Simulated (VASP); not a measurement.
**Be: single point with r2SCAN**

Be:

```xyz
4
Lattice="2.3131 0.0000 0.0000 -1.1565 2.0032 0.0000 0.0000 0.0000 7.3665" Properties=species:S:1:pos:R:3 pbc="T T T"
Be    1.1565    2.0032    7.3665
Be   -1.1565    2.0032    3.6832
Be    0.0000    1.3354    1.8416
Be    1.1565    0.6677    5.5248
```

```json
{"Program": "VASP 6.6.1", "Task": "single point", "Functional": "r2SCAN", "Potentials or basis": "VASP PAW PBE potentials, release 64 (Be)", "Cutoff": "520 eV", "k mesh": "18 × 18 × 5", "Occupations": "fermi-dirac, width 0.1 eV", "Spin": "no spin polarisation"}
```

- Pressure: -8.3 GPa
- Band gap on the k mesh: zero (bands 4 and 5 overlap by 1.39 eV)

Levels at points of the mesh, in eV from the Fermi level:
```tsv
k point	band 1	band 2	band 3	band 4	band 5	band 6	band 7	band 8
(0.00, 0.00, 0.00)	-12.02	-9.79	-9.77	-4.80	0.40	10.22	10.23	16.49
(0.50, 0.00, 0.00)	-5.22	-4.29	-3.83	-2.92	0.81	0.86	4.14	5.80
```

It took 90 s on 1 thread of Intel(R) Xeon(R) Platinum 8559C (Emerald Rapids), with other jobs on the host, peak memory 0.16 GiB.

Caveat: the cell stands under tension; the PAW data sets were made with another functional, which shifts forces and pressure a little.
